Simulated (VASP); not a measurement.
Write the native input for VASP 6.6.1 that does the following.

| Item | Value |
| --- | --- |
| Task | single point |
| Functional | PBE |
| Potentials or basis | VASP PAW PBE potentials, release 64 (Ag, Sn_d, Se) |
| Cutoff | 520 eV |
| k mesh | 4 × 4 × 4 |
| Occupations | gaussian, width 0.1 eV |
| Spin | no spin polarisation |
| Dipole correction | no |
| Further INCAR settings | ALGO = Normal; EDIFF = 1e-06; NBANDS = 34 |

The structure of Ag3SnSe lies in POSCAR:

```
Ag3SnSe
1.0
    5.0538433559      0.0000000000      0.0000000000
    0.0000000000      5.0538433559      0.0000000000
    0.0000000000      0.0000000000      5.0538433559
Ag Sn Se
3 1 1
Direct
    0.5000000000      0.0000000000      0.0000000000
    0.0000000000      0.5000000000      0.0000000000
    0.0000000000      0.0000000000      0.5000000000
    0.5000000000      0.5000000000      0.5000000000
    0.0000000000      0.0000000000      0.0000000000
```

The input as run:

INCAR

```
PREC = Accurate ; ENCUT = 520
EDIFF = 1E-6 ; ISMEAR = 0
SIGMA = 0.1 ; LREAL = False
LASPH = True ; NELM = 100
ALGO = Normal ; ISIF = 2
LWAVE = False ; LCHARG = False
GGA = PE ; NBANDS = 34
```

KPOINTS

```
regular mesh
0
Gamma
  4 4 4
```

Potentials or basis: VASP PAW PBE potentials, release 64 (Ag, Sn_d, Se).

Command:

```console
$ cat potpaw_PBE.64/Ag/POTCAR potpaw_PBE.64/Sn_d/POTCAR potpaw_PBE.64/Se/POTCAR > POTCAR
$ mpirun -np 1 vasp_std > vasp.out
```

It gave:

| Item | Value |
| --- | --- |
| Pressure | 0.4 GPa |

Run time: 29 s on 1 thread of Intel(R) Xeon(R) Platinum 8124M CPU @ 3.00GHz (Skylake/Cascade Lake), on a shared host, peak memory 0.26 GiB.
